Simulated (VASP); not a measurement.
Write the native input for VASP 6.6.1 that does the following.

```
Task                   : single point
Functional             : r2SCAN
Potentials or basis    : VASP PAW PBE potentials, release 64 (Sn_d, O)
Cutoff                 : 520 eV
k mesh                 : 8 × 8 × 8
Occupations            : fermi-dirac, width 0.02 eV
Spin                   : no spin polarisation
Dipole correction      : no
Further INCAR settings : ALGO = Normal; EDIFF = 1e-07; NBANDS = 20
```

The system is SnO2.

```
CELL_PARAMETERS angstrom
0.00000 2.53347 2.60947
2.53347 0.00000 2.60947
2.53347 2.53347 0.00000
ATOMIC_POSITIONS crystal
Sn 0.00000 0.00000 0.00000
O 0.25000 0.25000 0.25000
O 0.75000 0.75000 0.75000
```

This cell differs from its parent crystal: uniaxial z strain +3.0%.

One way to write it, as run:

POSCAR

```
SnO2
1.0
    0.0000000000      2.5334669716      2.6094709807
    2.5334669716      0.0000000000      2.6094709807
    2.5334669716      2.5334669716      0.0000000000
Sn O
1 2
Direct
    0.0000000000      0.0000000000      0.0000000000
    0.2500000000      0.2500000000      0.2500000000
    0.7500000000      0.7500000000      0.7500000000
```

INCAR.step1

```
SYSTEM = SnO2
PREC = Accurate
ENCUT = 520
ISMEAR = -1
SIGMA = 0.02
LREAL = .False.
LASPH = .True.
NELM = 60
NBANDS = 20
GGA = PE
ALGO = Normal
EDIFF = 1E-4
LWAVE = .True.
LCHARG = .False.
```

INCAR.step2

```
SYSTEM = SnO2
PREC = Accurate
ENCUT = 520
EDIFF = 1E-7
ISMEAR = -1
SIGMA = 0.02
LREAL = .False.
LASPH = .True.
NELM = 60
ALGO = Normal
ISIF = 2
LWAVE = .False.
LCHARG = .False.
METAGGA = R2SCAN
LMIXTAU = .True.
NBANDS = 20
ISTART = 1
```

KPOINTS

```
Automatic mesh
0
Gamma
  8 8 8
  0 0 0
```

Potentials or basis: VASP PAW PBE potentials, release 64 (Sn_d, O).

Run with:

```bash
$ cat potpaw_PBE.64/Sn_d/POTCAR potpaw_PBE.64/O/POTCAR > POTCAR
$ cp INCAR.step1 INCAR
$ mpirun -np 1 vasp_std > vasp.out
$ cp INCAR.step2 INCAR
$ mpirun -np 1 vasp_std > vasp.out
```

It gave:

```
Pressure               : -5.0 GPa
Band gap on the k mesh : 0.40 eV, indirect (least direct gap 1.73 eV)
```

Caveat: the cell differs from its parent crystal (uniaxial z strain +3.0%); the PAW data sets were made with another functional, which shifts forces and pressure a little; spin-orbit coupling is left out, which moves the levels of the heavy elements.

It took 2.2 min on 1 thread of Intel(R) Xeon(R) Platinum 8375C CPU @ 2.90GHz (Ice Lake), on a shared host, peak memory 0.18 GiB.
